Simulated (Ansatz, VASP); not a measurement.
**Two plane-wave programs on Al2O3**

Contents of POSCAR:

```
Al2O3
1.0
    2.4025136104      1.3870918797      4.3720844159
   -2.4025136104      1.3870918797      4.3720844159
    0.0000000000     -2.7741837594      4.3720844159
Al O
4 6
Direct
    0.6479040000      0.6479040000      0.6479040000
    0.8520960000      0.8520960000      0.8520960000
    0.1479040000      0.1479040000      0.1479040000
    0.3520960000      0.3520960000      0.3520960000
    0.4438545000      0.0561455000      0.7500000000
    0.9438545000      0.2500000000      0.5561455000
    0.0561455000      0.7500000000      0.4438545000
    0.7500000000      0.4438545000      0.0561455000
    0.2500000000      0.5561455000      0.9438545000
    0.5561455000      0.9438545000      0.2500000000
```

Contents of INCAR.step1:

```
SYSTEM = Al2O3
ALGO     = Normal         ! electronic algorithm
EDIFF    = 1E-4           ! SCF threshold, eV
ENCUT    = 520            ! plane-wave cutoff, eV
GGA      = PE             ! functional
ISMEAR   = -1             ! smearing method
LASPH    = .True.         ! aspherical terms in the spheres
LCHARG   = .False.        ! write CHGCAR
LREAL    = .False.        ! projectors in reciprocal space
LWAVE    = .True.         ! write WAVECAR
NBANDS   = 35             ! bands
NELM     = 80             ! most SCF steps
PREC     = Accurate       ! precision mode
SIGMA    = 0.02           ! smearing width, eV
```

The input INCAR.step2:

```
SYSTEM = Al2O3
ALGO     = Normal         ! electronic algorithm
EDIFF    = 1E-8           ! SCF threshold, eV
ENCUT    = 520            ! plane-wave cutoff, eV
ISIF     = 2              ! what is computed and relaxed
ISMEAR   = -1             ! smearing method
ISTART   = 1            
LASPH    = .True.         ! aspherical terms in the spheres
LCHARG   = .False.        ! write CHGCAR
LEFG     = .True.       
LMIXTAU  = .True.       
LREAL    = .False.        ! projectors in reciprocal space
LWAVE    = .False.        ! write WAVECAR
METAGGA  = R2SCAN         ! meta-GGA
NBANDS   = 35             ! bands
NELM     = 80             ! most SCF steps
PREC     = Accurate       ! precision mode
SIGMA    = 0.02           ! smearing width, eV
```

Contents of KPOINTS:

```
k-points
0
Gamma
  8 8 8
  0 0 0
```

Input for Ansatz:

```yaml
crystal:
  lattice:
    - [2.4025136104, 1.3870918797, 4.3720844159]
    - [-2.4025136104, 1.3870918797, 4.3720844159]
    - [0.0, -2.7741837594, 4.3720844159]
  atoms:
    - { symbol: Al, position: [0.647904, 0.647904, 0.647904] }
    - { symbol: Al, position: [0.852096, 0.852096, 0.852096] }
    - { symbol: Al, position: [0.147904, 0.147904, 0.147904] }
    - { symbol: Al, position: [0.352096, 0.352096, 0.352096] }
    - { symbol: O, position: [0.4438545, 0.0561455, 0.75] }
    - { symbol: O, position: [0.9438545, 0.25, 0.5561455] }
    - { symbol: O, position: [0.0561455, 0.75, 0.4438545] }
    - { symbol: O, position: [0.75, 0.4438545, 0.0561455] }
    - { symbol: O, position: [0.25, 0.5561455, 0.9438545] }
    - { symbol: O, position: [0.5561455, 0.9438545, 0.25] }
kpoints:
  mp_grid: { grid: [8, 8, 8] }
scf:
  occupations: { method: fermi_dirac, width: 0.02 }
hamiltonian:
  xc: r2scan
  pseudopotentials: { kind: paw }
output:
  forces: true
  stress: true
  populations: true
  efg:
    quadrupole_moments_barn: { Al: 0.1466, O: -0.02558 }
    contact_densities: true
```

Alike in both runs: task electric field gradients; functional r2SCAN; k mesh 8 × 8 × 8; occupations fermi-dirac, width 0.02 eV; no spin polarisation.

|  | VASP | Ansatz |
| --- | --- | --- |
| version | VASP 6.6.1 | Ansatz 0.2.0 |
| potentials or method | VASP PAW PBE potentials, release 64 (Al, O) | plane-wave PAW, scalar-relativistic |
| plane-wave cutoff (eV) | 520 | 500 |
| valence electrons in the cell | 48 | 48 |

VASP gave:

| Item | Value |
| --- | --- |
| gap on the k mesh at the Fermi level (eV) | 6.78 |
| pressure (GPa) | -7.5 |
| traceless stress, the component that is largest in VASP (GPa) | 0.25 |
| rms of the force components (eV/Å) | 0.018 |
| size of Vzz on the site where it differs most (V/Å²) | 38.4 |

Which values does Ansatz return?

gap on the k mesh at the Fermi level (eV): 6.77; pressure (GPa): -6.9; traceless stress, the component that is largest in VASP (GPa): 0.29; rms of the force components (eV/Å): 0.009; size of Vzz on the site where it differs most (V/Å²): 39.8.

VASP's potentials were made for PBE, not for r2SCAN. Atom by atom the forces differ by 0.008 eV/Å (rms over components).
